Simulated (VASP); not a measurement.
Crystal: NbP.

```
Nb P
1.0
    -1.65229    1.65229    5.66253
     1.65229   -1.65229    5.66253
     1.65229    1.65229   -5.66253
Nb P
2 2
Direct
  0.24988 0.74988 0.50000
  0.49988 0.49988 0.00000
  0.83275 0.33275 0.50000
  0.08275 0.08275 0.00000
```

This cell differs from its parent crystal: volume scaled by 0.96.

Base run:

```yaml
Program: VASP 6.6.1
Functional: LDA
Potentials_or_basis: VASP PAW LDA potentials, release 64 (Nb_sv, P)
Cutoff: 520 eV
k_mesh: 11 × 11 × 11
Occupations: fermi-dirac, width 0.05 eV
Spin: no spin polarisation
```

Its results: band gap on the k mesh zero (band 18 reaches 10.98 eV, above the bottom of band 19 at 10.97 eV); pressure -1.8 GPa; largest force 0.030 eV/Å.

Problem. The run is repeated on the same cell with these changes: functional from LDA to PBEsol; potentials or basis from VASP PAW LDA potentials, release 64 (Nb_sv, P) to VASP PAW PBE potentials, release 64 (Nb_sv, P). What comes out?

Solution. Band gap on the k mesh zero (band 18 reaches 11.02 eV, above the bottom of band 19 at 11.01 eV); pressure 1.3 GPa; largest force 0.032 eV/Å.

Caveats: the PAW data sets were made with another functional, which shifts forces and pressure a little (some runs).
